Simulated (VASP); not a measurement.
# Ge: single point with PBE

Ge:

```
Ge
1.0
     0.00000    2.88053    2.82292
     2.88053    0.00000    2.82292
     2.88053    2.88053    0.00000
Ge
2
Direct
  0.50000 0.50000 0.50000
  0.75000 0.75000 0.75000
```

This cell differs from its parent crystal: engineering shear strain xy +0.0000, normal strain along z -0.0200.

```
Program                : VASP 6.6.1
Task                   : single point
Functional             : PBE
Potentials or basis    : VASP PAW PBE potentials, release 64 (Ge_d)
Cutoff                 : 520 eV
k mesh                 : 14 × 14 × 14
Occupations            : gaussian, width 0.15 eV
Spin                   : no spin polarisation
Dipole correction      : no
Further INCAR settings : ALGO = Normal; EDIFF = 1e-07; NBANDS = 21
```

```json
{
 "Pressure": "1.2 GPa",
 "Band gap on the k mesh": "0.13 eV, indirect (least direct gap 0.15 eV)"
}
```

Stress tensor (GPa, compression positive):
```
0.72 0.00 0.00
0.00 0.72 0.00
0.00 0.00 2.04
```

Levels at points of the mesh, in eV from the valence-band top:
| k point | band 12 | band 13 | band 14 | band 15 | band 16 | band 17 |
| --- | --- | --- | --- | --- | --- | --- |
| (0.00, 0.00, 0.00) | -0.23 | 0.00 | 0.00 | 0.15 | 2.53 | 2.62 |
| (0.50, 0.00, 0.00) | -7.39 | -1.39 | -1.22 | 0.13 | 3.72 | 3.85 |
| (0.50, 0.50, 0.00) | -8.65 | -3.00 | -3.00 | 0.74 | 0.74 | 9.30 |
| (0.50, 0.00, 0.50) | -8.74 | -2.86 | -2.86 | 0.90 | 0.90 | 9.26 |

It took 2.8 min on 1 thread of AMD EPYC 7R13 Processor (Zen 3) (shared host), peak memory 0.28 GiB.

Caveat: the cell differs from its parent crystal (engineering shear strain xy +0.0000, normal strain along z -0.0200). A k mesh can miss the band edges.
